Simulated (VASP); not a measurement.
# MoS (Fm-3m) in VASP: further runs

The runs below take MoS through single point, with PBE+U.

All numbers are computed with VASP 6.6.1; they aren't measurements. Logs are shortened: lines on timing, memory, paths and dates and some standing lists are left out, and cuts for length are marked.

### Step 1. The cell of the first run

Symmetry: Fm-3m, No. 225, cubic system. Conventional cell: a = 5.401 Å, b = 5.401 Å, c = 5.401 Å, α = 90.00°, β = 90.00°, γ = 90.00°. Mo (site symmetry m-3m) has 6 S at 2.70 Å within 3.6 Å. Within 3.6 Å of S (site symmetry m-3m) lie 6 Mo at 2.70 Å.

### Step 2. Single point, PBE+U, collinear spin, ferromagnetic start

The input, INCAR:

```
SYSTEM = MoS
PREC     = Accurate       ! precision mode
ENCUT    = 520            ! plane-wave cutoff, eV
EDIFF    = 1E-6           ! SCF threshold, eV
ISMEAR   = 0              ! smearing method
SIGMA    = 0.1            ! smearing width, eV
LREAL    = .False.        ! projectors in reciprocal space
LASPH    = .True.         ! aspherical terms in the spheres
NELM     = 150            ! most SCF steps
ALGO     = Normal         ! electronic algorithm
ISIF     = 2              ! what is computed and relaxed
LWAVE    = .False.        ! write WAVECAR
LCHARG   = .True.         ! write CHGCAR
ISPIN    = 2              ! spin polarisation
MAGMOM   = 2 0            ! initial moments
LORBIT   = 11             ! projections on sites
LMAXMIX  = 4              ! l up to which the mixer works
LDAU     = .True.         ! DFT+U
LDAUTYPE = 2            
LDAUL    = 2 -1           ! shell
LDAUU    = 4.38 0         ! U, eV
LDAUJ    = 0 0          
LDAUPRINT= 1            
GGA      = PE             ! functional
LELF     = .True.         ! ELF
LVHAR    = .True.       
NBANDS   = 21             ! bands
```

The input, KPOINTS:

```
Automatic mesh
0
Gamma
  14 14 14
  0 0 0
```

The input, POSCAR:

```
MoS
1.0
    0.0000000000      2.7003254550      2.7003254550
    2.7003254550      0.0000000000      2.7003254550
    2.7003254550      2.7003254550      0.0000000000
Mo S
1 1
Direct
    0.0000000000      0.0000000000      0.0000000000
    0.5000000000      0.5000000000      0.5000000000
```

Potentials or basis: VASP PAW PBE potentials, release 64 (Mo_sv, S).

Started as:

```console
cat potpaw_PBE.64/Mo_sv/POTCAR potpaw_PBE.64/S/POTCAR > POTCAR
mpirun -np 1 vasp_std > vasp.out
```

OUTCAR:

```text
SYSTEM = MoS
   PREC = Accurate
   ENCUT = 520
   EDIFF = 1E-6
   ISMEAR = 0
   LREAL = .False.
   LASPH = .True.
   NELM = 150
   ISIF = 2
   ISPIN = 2
   LORBIT = 11
   GGA = PE

 ion  position               nearest neighbor table
   1  0.000  0.000  0.000-   2 2.70   2 2.70   2 2.70   2 2.70   2 2.70   2 2.70
   2  0.500  0.500  0.500-   1 2.70   1 2.70   1 2.70   1 2.70   1 2.70   1 2.70

  LATTYP: Found a face centered cubic cell.
 ALAT       =     5.4006509100

  Lattice vectors:

 A1 = (   0.0000000000,   2.7003254550,   2.7003254550)
 A2 = (   2.7003254550,   0.0000000000,   2.7003254550)
 A3 = (   2.7003254550,   2.7003254550,   0.0000000000)

Analysis of symmetry for initial positions (statically):
=====================================================================
 Subroutine PRICEL returns:
 Original cell was already a primitive cell.

 Routine SETGRP: Setting up the symmetry group for a
 face centered cubic supercell.

 Subroutine GETGRP returns: Found 48 space group operations
 (whereof 48 operations were pure point group operations)
 out of a pool of 48 trial point group operations.

The static configuration has the point symmetry O_h .

Analysis of symmetry for dynamics (positions and initial velocities):
=====================================================================
 Subroutine PRICEL returns:
 Original cell was already a primitive cell.

 Routine SETGRP: Setting up the symmetry group for a
 face centered cubic supercell.

 Subroutine GETGRP returns: Found 48 space group operations
 (whereof 48 operations were pure point group operations)
 out of a pool of 48 trial point group operations.

The dynamic configuration has the point symmetry O_h .

Analysis of structural, dynamic, and magnetic symmetry:
=====================================================================
 Subroutine PRICEL returns:
 Original cell was already a primitive cell.

 Routine SETGRP: Setting up the symmetry group for a
 face centered cubic supercell.
[... 165 lines left out ...]
  0.0000  0.0000 -0.0000  0.0000  0.0922

 occupancies and eigenvectors

  o =  0.0313  v =  0.0000  0.0000  0.0000  0.0000  0.0000  0.9999  0.0026  0.0000 -0.0125 -0.0000      0.0000  0.0000  0.0000  0.0000  0.0000  0.0000  0.0000  0.0000  0.0000  0.0000
  o =  0.0313  v =  0.0000  0.0000  0.0000  0.0000  0.0000 -0.0018  0.9977  0.0000  0.0680 -0.0000      0.0000  0.0000  0.0000  0.0000  0.0000  0.0000  0.0000  0.0000  0.0000  0.0000
  o =  0.0313  v =  0.0000  0.0000  0.0000  0.0000  0.0000  0.0126 -0.0680  0.0000  0.9976 -0.0000      0.0000  0.0000  0.0000  0.0000  0.0000  0.0000  0.0000  0.0000  0.0000  0.0000
  o =  0.0922  v =  0.0000  0.0000  0.0000  0.0000  0.0000 -0.0000  0.0000  0.9997 -0.0000  0.0235      0.0000  0.0000  0.0000  0.0000  0.0000  0.0000  0.0000  0.0000  0.0000  0.0000
  o =  0.0922  v =  0.0000  0.0000  0.0000  0.0000  0.0000  0.0000  0.0000 -0.0235  0.0000  0.9997      0.0000  0.0000  0.0000  0.0000  0.0000  0.0000  0.0000  0.0000  0.0000  0.0000
  o =  0.5505  v =  0.0000  0.0000  0.0706  0.0000 -0.9975  0.0000  0.0000  0.0000  0.0000  0.0000      0.0000  0.0000  0.0000  0.0000  0.0000  0.0000  0.0000  0.0000  0.0000  0.0000
  o =  0.5505  v =  0.0000 -0.0000 -0.9975  0.0000 -0.0706  0.0000  0.0000  0.0000  0.0000  0.0000      0.0000  0.0000  0.0000  0.0000  0.0000  0.0000  0.0000  0.0000  0.0000  0.0000
  o =  0.8548  v =  1.0000  0.0000  0.0000  0.0000  0.0000  0.0000  0.0000  0.0000  0.0000  0.0000      0.0000  0.0000  0.0000  0.0000  0.0000  0.0000  0.0000  0.0000  0.0000  0.0000
  o =  0.8548  v =  0.0000 -0.9374  0.0000  0.3482  0.0000  0.0000  0.0000  0.0000  0.0000  0.0000      0.0000  0.0000  0.0000  0.0000  0.0000  0.0000  0.0000  0.0000  0.0000  0.0000
  o =  0.8548  v =  0.0000 -0.3482 -0.0000 -0.9374 -0.0000  0.0000  0.0000  0.0000  0.0000  0.0000      0.0000  0.0000  0.0000  0.0000  0.0000  0.0000  0.0000  0.0000  0.0000  0.0000

 number of electron      20.0000000 magnetization       3.8310029

 Free energy of the ion-electron system (eV)
  ---------------------------------------------------
  ext. energy  EPLUGINS =         0.00000000
  ---------------------------------------------------
  free energy    TOTEN  =       -11.17870950 eV

  energy without entropy =      -11.17469673  energy(sigma->0) =      -11.17670312

 E-fermi :   8.3915     XC(G=0): -10.7794

 val. band max:        8.3692310972   @ k =  -0.4286   0.4286   0.0714
 cond. band min:       8.4200096250   @ k =   0.4286   0.4286   0.0000
 fundamental gap:      0.0507785278
 Fermi energy:         8.3915398510

 spin component 1

 k-point     1 :       0.0000    0.0000    0.0000
  band No.  band energies     occupation
      1     -53.8416      1.00000
      2     -28.0432      1.00000
      3     -28.0432      1.00000
      4     -28.0432      1.00000
      5      -6.5006      1.00000
      6       4.5134      1.00000
[... 1145 lines left out ...]
     20      22.6329      0.00000
     21      25.2484      0.00000

 [... further k-points ...]
[... 5 lines left out ...]
  --------------------------------------------------------------------------------------
  -------------------------------------------------------------------------------------
  Total       -0.0454736     -0.0454736     -0.0454736      0.0000000     -0.0000000     -0.0000000
  in kB       -1.8500839     -1.8500839     -1.8500839      0.0000000     -0.0000000     -0.0000000
  external PRESSURE =      -1.8500839 kB  Pullay stress =       0.0000000 kB

 VOLUME and BASIS-vectors are now :
 -----------------------------------------------------------------------------
  energy-cutoff  :      520.00
  volume of cell :       39.38
      direct lattice vectors                 reciprocal lattice vectors
     0.000000000  2.700325455  2.700325455    -0.185162866  0.185162866  0.185162866
     2.700325455  0.000000000  2.700325455     0.185162866 -0.185162866  0.185162866
     2.700325455  2.700325455  0.000000000     0.185162866  0.185162866 -0.185162866

 POSITION                                       TOTAL-FORCE (eV/Angst)
 -----------------------------------------------------------------------------------
      0.00000      0.00000      0.00000        -0.000000      0.000000     -0.000000
      2.70033      2.70033      2.70033         0.000000     -0.000000      0.000000
 -----------------------------------------------------------------------------------
    total drift:                                0.000000      0.000000      0.000000

  FREE ENERGIE OF THE ION-ELECTRON SYSTEM (eV)
  ---------------------------------------------------
  free  energy   TOTEN  =       -11.1787094967 eV

  energy  without entropy=      -11.1746967345  energy(sigma->0) =      -11.17670312

 total charge

# of ion       s       p       d       tot
------------------------------------------
    1        2.197   6.062   3.906  12.165
    2        1.322   2.392   0.000   3.715
--------------------------------------------------
tot          3.519   8.454   3.906  15.879

 magnetization (x)

# of ion       s       p       d       tot
------------------------------------------
    1        0.066   0.026   3.362   3.453
    2        0.010  -0.082   0.000  -0.072
--------------------------------------------------
tot          0.076  -0.056   3.362   3.382
```

Run time: 2.9 min. Hardware: 1 thread of AMD EPYC 9R14 (Zen 4), shared host; peak memory 0.23 GiB.

Results:

```
Free energy                                           : -11.1787 eV
Pressure                                              : -0.2 GPa
Net moment                                            : 3.83 μB per cell
Site moments                                          : Mo +3.45; S -0.07 μB
Valence electrons inside the program's atomic spheres : Mo 12.16; S 3.71
```

Levels at points of the mesh, in eV from the Fermi level:
Spin up:
| k point | band 9 | band 10 | band 11 | band 12 | band 13 | band 14 | band 15 | band 16 |
| --- | --- | --- | --- | --- | --- | --- | --- | --- |
| (0.00, 0.00, 0.00) | -2.80 | -2.80 | -2.80 | -2.40 | -2.40 | 0.91 | 8.19 | 9.81 |
| (0.50, 0.00, 0.00) | -2.53 | -2.53 | -1.90 | 2.07 | 2.49 | 2.49 | 5.48 | 5.48 |
| (0.50, 0.50, 0.00) | -3.95 | -2.30 | -2.30 | -1.75 | -0.17 | 1.38 | 7.46 | 8.31 |
Spin down:
| k point | band 6 | band 7 | band 8 | band 9 | band 10 | band 11 |
| --- | --- | --- | --- | --- | --- | --- |
| (0.00, 0.00, 0.00) | -2.77 | -2.77 | -2.77 | 1.08 | 1.08 | 1.08 |
| (0.50, 0.00, 0.00) | -6.61 | -4.32 | -4.32 | 2.79 | 3.34 | 3.34 |
| (0.50, 0.50, 0.00) | -5.61 | -3.80 | -3.80 | -0.80 | 2.03 | 2.87 |

Eigenvalues of the final occupation matrices:
| site | spin | trace | eigenvalues |
| --- | --- | --- | --- |
| site 1 d | 1 | 3.67 | 0.55 0.55 0.85 0.85 0.85 |
| site 1 d | 2 | 0.28 | 0.03 0.03 0.03 0.09 0.09 |

The state reached can hang on the start; a lower one may exist.

### Step 3. Single point, PBE+U, collinear spin, ferromagnetic start

This run uses another cell than the first one, of 20.51 Å³/atom, 1.042 times its volume.

The input, INCAR:

```
ALGO = Normal
EDIFF = 1E-7
ENCUT = 520
GGA = PE
ISIF = 2
ISMEAR = 0
ISPIN = 2
LASPH = T
LCHARG = F
LDAU = T
LDAUJ = 0 0
LDAUL = 2 -1
LDAUPRINT = 1
LDAUTYPE = 2
LDAUU = 4.38 0
LMAXMIX = 4
LORBIT = 11
LREAL = F
LWAVE = F
MAGMOM = 2 0
NBANDS = 21
NELM = 150
PREC = Accurate
SIGMA = 0.1
```

The input, KPOINTS:

```
k-points
0
Gamma
  14 14 14
```

The input, POSCAR:

```
MoS
1.0
    0.0000000000      2.7373208118      2.7373208118
    2.7373208118      0.0000000000      2.7373208118
    2.7373208118      2.7373208118      0.0000000000
Mo S
1 1
Direct
    0.0000000000      0.0000000000      0.0000000000
    0.5000000000      0.5000000000      0.5000000000
```

Potentials or basis: VASP PAW PBE potentials, release 64 (Mo_sv, S).

Started as:

```console
cat potpaw_PBE.64/Mo_sv/POTCAR potpaw_PBE.64/S/POTCAR > POTCAR
mpirun -np 1 vasp_std > vasp.out
```

OUTCAR:

```text
EDIFF = 1E-7
   ENCUT = 520
   GGA = PE
   ISIF = 2
   ISMEAR = 0
   ISPIN = 2
   LASPH = T
   LORBIT = 11
   LREAL = F
   NELM = 150
   PREC = Accurate

 ion  position               nearest neighbor table
   1  0.000  0.000  0.000-   2 2.74   2 2.74   2 2.74   2 2.74   2 2.74   2 2.74
   2  0.500  0.500  0.500-   1 2.74   1 2.74   1 2.74   1 2.74   1 2.74   1 2.74

  LATTYP: Found a face centered cubic cell.
 ALAT       =     5.4746416236
[... 1407 lines left out ...]
  in kB      -23.3710318    -23.3710318    -23.3710318      0.0000000      0.0000000     -0.0000000
  external PRESSURE =     -23.3710318 kB  Pullay stress =       0.0000000 kB

 VOLUME and BASIS-vectors are now :
 -----------------------------------------------------------------------------
  energy-cutoff  :      520.00
  volume of cell :       41.02
      direct lattice vectors                 reciprocal lattice vectors
     0.000000000  2.737320812  2.737320812    -0.182660358  0.182660358  0.182660358
     2.737320812  0.000000000  2.737320812     0.182660358 -0.182660358  0.182660358
     2.737320812  2.737320812  0.000000000     0.182660358  0.182660358 -0.182660358

 POSITION                                       TOTAL-FORCE (eV/Angst)
 -----------------------------------------------------------------------------------
      0.00000      0.00000      0.00000         0.000000      0.000000      0.000000
      2.73732      2.73732      2.73732        -0.000000     -0.000000     -0.000000
 -----------------------------------------------------------------------------------
    total drift:                               -0.000000      0.000000      0.000000

  FREE ENERGIE OF THE ION-ELECTRON SYSTEM (eV)
  ---------------------------------------------------
  free  energy   TOTEN  =       -11.1661879764 eV

  energy  without entropy=      -11.1624532260  energy(sigma->0) =      -11.16432060

 total charge

# of ion       s       p       d       tot
------------------------------------------
    1        2.190   6.053   3.898  12.141
    2        1.326   2.376   0.000   3.703
--------------------------------------------------
tot          3.516   8.430   3.898  15.843

 magnetization (x)

# of ion       s       p       d       tot
------------------------------------------
    1        0.066   0.026   3.438   3.530
    2        0.012  -0.098   0.000  -0.086
--------------------------------------------------
tot          0.078  -0.071   3.438   3.445
```

stdout:

```text
POSCAR found type information on POSCAR MoS
 POSCAR found :  2 types and       2 ions
 scaLAPACK will be used
 LDA part: xc-table for (Slater+PW92), standard interpolation
 POSCAR, INCAR and KPOINTS ok, starting setup
 FFT: planning ... GRIDC
 FFT: planning ... GRID_SOFT
 FFT: planning ... GRID
 WAVECAR not read
 entering main loop
```

It took 3.5 min on 1 thread of AMD EPYC 9R14 (Zen 4), shared host; peak memory 0.25 GiB.

Results:

| Item | Value |
| --- | --- |
| Free energy | -11.1662 eV |
| Pressure | -2.3 GPa |
| Net moment | 3.92 μB per cell |
| Site moments | Mo +3.53; S -0.09 μB |
| Valence electrons inside the program's atomic spheres | Mo 12.14; S 3.70 |

Levels at points of the mesh, in eV from the Fermi level:
Spin up:
```
           k point  band 8  band 9  band 10  band 11  band 12  band 13  band 14  band 15  band 16  band 17
(0.00, 0.00, 0.00)   -3.72   -2.67    -2.67    -2.67    -2.31    -2.31     0.72     8.24     9.68     9.68
(0.50, 0.00, 0.00)   -5.40   -2.48    -2.48    -1.89     2.12     2.30     2.30     5.49     5.49     7.86
(0.50, 0.50, 0.00)   -3.77   -3.77    -2.27    -2.27    -1.70    -0.29     1.31     7.32     8.10    11.09
```
Spin down:
```csv
k point,band 6,band 7,band 8,band 9,band 10,band 11
"(0.00, 0.00, 0.00)",-2.66,-2.66,-2.66,1.33,1.33,1.33
"(0.50, 0.00, 0.00)",-6.30,-4.08,-4.08,2.89,3.47,3.49
"(0.50, 0.50, 0.00)",-5.36,-3.64,-3.64,-0.47,2.22,2.88
```

Eigenvalues of the final occupation matrices:
```csv
site,spin,trace,eigenvalues
site 1 d,1,3.70,0.57 0.57 0.86 0.86 0.86
site 1 d,2,0.23,0.02 0.02 0.02 0.08 0.08
```

The state reached can hang on the start; a lower one may exist.

### Step 4. Single point, PBE+U, collinear spin, ferromagnetic start

This run uses another cell than the first one, of 20.51 Å³/atom, 1.042 times its volume.

The input, INCAR:

```
SYSTEM = MoS
ALGO = Normal
EDIFF = 1E-6
ENCUT = 520
GGA = PE
ISIF = 2
ISMEAR = 0
ISPIN = 2
LASPH = .TRUE.
LCHARG = .FALSE.
LDAU = .TRUE.
LDAUJ = 0 0
LDAUL = 2 -1
LDAUPRINT = 1
LDAUTYPE = 2
LDAUU = 4.38 0
LMAXMIX = 4
LORBIT = 11
LREAL = .FALSE.
LWAVE = .FALSE.
MAGMOM = 3.5 0
NBANDS = 21
NELM = 150
PREC = Accurate
SIGMA = 0.1
```

The input, KPOINTS:

```
k-points
0
G
  14 14 14
  0 0 0
```

POSCAR is that of step 3.

Started as:

```console
cat potpaw_PBE.64/Mo_sv/POTCAR potpaw_PBE.64/S/POTCAR > POTCAR
mpirun -np 1 vasp_std > vasp.out
```

Wall time 3.1 min (1 thread of AMD EPYC 9R14 (Zen 4), shared host); peak memory 0.24 GiB.

The run converged. Its results:

```yaml
Free_energy: -11.1662 eV
Pressure: -2.3 GPa
Net_moment: 3.92 μB per cell
Site_moments: Mo +3.53; S -0.09 μB
Valence_electrons_inside_the_program's_atomic_spheres: Mo 12.14; S 3.70
```

Levels at points of the mesh, in eV from the Fermi level:
Spin up:
| k point | band 10 | band 11 | band 12 | band 13 | band 14 | band 15 |
| --- | --- | --- | --- | --- | --- | --- |
| (0.00, 0.00, 0.00) | -2.67 | -2.67 | -2.31 | -2.31 | 0.72 | 8.24 |
| (0.50, 0.00, 0.00) | -2.48 | -1.89 | 2.12 | 2.30 | 2.30 | 5.49 |
| (0.50, 0.50, 0.00) | -2.27 | -2.27 | -1.70 | -0.29 | 1.31 | 7.32 |
Spin down:
| k point | band 5 | band 6 | band 7 | band 8 | band 9 | band 10 | band 11 | band 12 |
| --- | --- | --- | --- | --- | --- | --- | --- | --- |
| (0.00, 0.00, 0.00) | -14.47 | -2.66 | -2.66 | -2.66 | 1.33 | 1.33 | 1.33 | 1.38 |
| (0.50, 0.00, 0.00) | -13.51 | -6.30 | -4.08 | -4.08 | 2.89 | 3.47 | 3.49 | 3.49 |
| (0.50, 0.50, 0.00) | -13.59 | -5.36 | -3.64 | -3.64 | -0.47 | 2.22 | 2.88 | 3.77 |

Eigenvalues of the final occupation matrices:
```csv
site,spin,trace,eigenvalues
site 1 d,1,3.70,0.57 0.57 0.86 0.86 0.86
site 1 d,2,0.23,0.02 0.02 0.02 0.08 0.08
```

The state reached can hang on the start; a lower one may exist.

[end of part 1 of 2]
